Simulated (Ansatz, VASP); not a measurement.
One calculation of BN, two programs

Contents of POSCAR:

```
BN
1.0
    2.5539396017      0.0000000000      0.0000000000
   -1.2769698009      2.2117765748      0.0000000000
    0.0000000000      0.0000000000      4.5650034000
B N
2 2
Direct
    0.6666666667      0.3333333333      0.9997240000
    0.3333333333      0.6666666667      0.4997240000
    0.6666666667      0.3333333333      0.6252760000
    0.3333333333      0.6666666667      0.1252760000
```

The input INCAR.step1:

```
SYSTEM = BN
PREC = Accurate ; ENCUT = 520
ISMEAR = 0 ; SIGMA = 0.05
LREAL = .False. ; LASPH = .True.
NELM = 60 ; NBANDS = 16
GGA = PE ; ALGO = Normal
EDIFF = 1E-4 ; LWAVE = .True.
LCHARG = .False.
```

INCAR.step2

```
SYSTEM = BN
PREC = Accurate ; ENCUT = 520
EDIFF = 1E-6 ; ISMEAR = 0
SIGMA = 0.05 ; LREAL = .False.
LASPH = .True. ; NELM = 60
ALGO = Normal ; ISIF = 2
LWAVE = .False. ; LCHARG = .False.
METAGGA = R2SCAN ; LMIXTAU = .True.
NBANDS = 16 ; ISTART = 1
```

The input KPOINTS:

```
Automatic mesh
0
Gamma
  12 12 6
  0 0 0
```

Input for Ansatz:

```yaml
crystal:
  lattice:
    - [2.5539396017, 0.0, 0.0]
    - [-1.2769698009, 2.2117765748, 0.0]
    - [0.0, 0.0, 4.5650034]
  atoms:
    - { symbol: B, position: [0.6666666667, 0.3333333333, 0.999724] }
    - { symbol: B, position: [0.3333333333, 0.6666666667, 0.499724] }
    - { symbol: "N", position: [0.6666666667, 0.3333333333, 0.625276] }
    - { symbol: "N", position: [0.3333333333, 0.6666666667, 0.125276] }
basis:
  ecutwfc: 500
kpoints:
  mp_grid: { grid: [12, 12, 6] }
hamiltonian:
  xc: r2scan
scf:
  occupations: { method: gaussian, width: 0.05 }
output:
  forces: true
  stress: true
  eigenvalues: true
```

Change from the starting cell: strain +0.000 along x and y, +0.080 along z, atoms carried along.

Alike in both runs: task single point; functional r2SCAN; k mesh 12 × 12 × 6; occupations gaussian, width 0.05 eV; no spin polarisation.

|  | VASP | Ansatz |
| --- | --- | --- |
| version | VASP 6.6.1 | Ansatz 0.2.0 |
| potentials or method | VASP PAW PBE potentials, release 64 (B, N), cutoff 520 eV | scalar-relativistic, plane waves, PAW |
| valence electrons in the cell | 16 | 16 |

Ansatz gave:

- gap on the k mesh at the Fermi level (eV): 5.55
- least direct gap on the mesh (eV): 6.20
- pressure (GPa): -27.3
- traceless stress, the component that is largest in VASP (GPa): -39.61
- rms of the force components (eV/Å): 0.389

Which values does VASP return?

gap on the k mesh at the Fermi level (eV): 5.53; least direct gap on the mesh (eV): 6.20; pressure (GPa): -26.5; traceless stress, the component that is largest in VASP (GPa): -39.87; rms of the force components (eV/Å): 0.374.

VASP's potentials were made for PBE, not for r2SCAN. Atom by atom the forces differ by 0.014 eV/Å (rms over components).
